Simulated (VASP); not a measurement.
A run of VASP 6.6.1:

INCAR

```
ALGO = Normal ; DIPOL = 0.5 0.5 0.316
EDIFF = 1E-6 ; ENCUT = 400
GGA = PE ; GGA_COMPAT = F
IDIPOL = 3 ; ISIF = 2
ISMEAR = 0 ; ISPIN = 2
IVDW = 12 ; LASPH = T
LCHARG = F ; LDIPOL = T
LMAXMIX = 4 ; LORBIT = 11
LREAL = F ; LWAVE = F
MAGMOM = 0 0 0 0 0 0 0 0 2 0 0 0 0 ; NBANDS = 71
NELM = 200 ; NELMDL = -8
PREC = Accurate ; SIGMA = 0.05
```

The input KPOINTS:

```
k-points
0
Gamma
  6 6 1
```

Contents of POSCAR:

```
W4S9
1.0
    6.3190915435      0.0000000000      0.0000000000
   -3.1595457717      5.4724938055      0.0000000000
    0.0000000000      0.0000000000     18.6521288227
S W
9 4
Direct
    0.1666666667      0.3333333333      0.2144527329
    0.1666666667      0.8333333333      0.2144527329
    0.6666666667      0.3333333333      0.2144527329
    0.6666666667      0.8333333333      0.2144527329
    0.1666666667      0.3333333333      0.3834483930
    0.1666666667      0.8333333333      0.3834483930
    0.6666666667      0.3333333333      0.3834483930
    0.6666666667      0.8333333333      0.3834483930
    0.3333333333      0.6666666667      0.5167551812
    0.3333333333      0.1666666667      0.2989505585
    0.3333333333      0.6666666667      0.2989505585
    0.8333333333      0.1666666667      0.2989505585
    0.8333333333      0.6666666667      0.2989505585
```

Potentials or basis: VASP PAW PBE potentials, release 64 (S, W_sv).

Command:

```bash
$ cat potpaw_PBE.64/S/POTCAR potpaw_PBE.64/W_sv/POTCAR > POTCAR
$ mpirun -np 1 vasp_std > vasp.out
```

Hardware: 1 thread of Oxide Virtual Turin-like Processor, with other jobs on the host.

Estimate the wall time of this run.

Run time: 15 min on 1 thread of Oxide Virtual Turin-like Processor, on a shared host, peak memory 0.78 GiB. Counts: scf iterations 33, k points 7.
